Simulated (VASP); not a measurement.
A run of VASP 6.6.1:

File INCAR:

```
SYSTEM = SiGe2
  ALGO = Normal
  EDIFF = 1E-6
  ENCUT = 520
  GGA = PE
  ISIF = 2
  ISMEAR = 0
  LASPH = .True.
  LCHARG = .True.
  LELF = .True.
  LREAL = .False.
  LVHAR = .True.
  LWAVE = .False.
  NBANDS = 23
  NELM = 80
  PREC = Accurate
  SIGMA = 0.1
```

File KPOINTS:

```
k-points
0
Gamma
  6 6 6
  0 0 0
```

File POSCAR:

```
SiGe2
1.0
    0.0000000000      2.5319587700      2.5319587700
    2.5319587700      0.0000000000      2.5319587700
    2.5319587700      2.5319587700      0.0000000000
Si Ge
1 2
Direct
    0.0000000000      0.0000000000      0.0000000000
    0.2500000000      0.2500000000      0.2500000000
    0.7500000000      0.7500000000      0.7500000000
```

Potentials or basis: VASP PAW PBE potentials, release 64 (Si, Ge_d).

The run is started by

```sh
$ cat potpaw_PBE.64/Si/POTCAR potpaw_PBE.64/Ge_d/POTCAR > POTCAR
$ mpirun -np 1 vasp_std > vasp.out
```

Hardware: 1 thread of Intel Xeon 8259CL, on a shared host.

Question: Estimate the wall time of this run.

Answer: Run time: 32 s on 1 thread of Intel Xeon 8259CL (shared host), peak memory 0.16 GiB. Counts: scf iterations 12, k points 16.
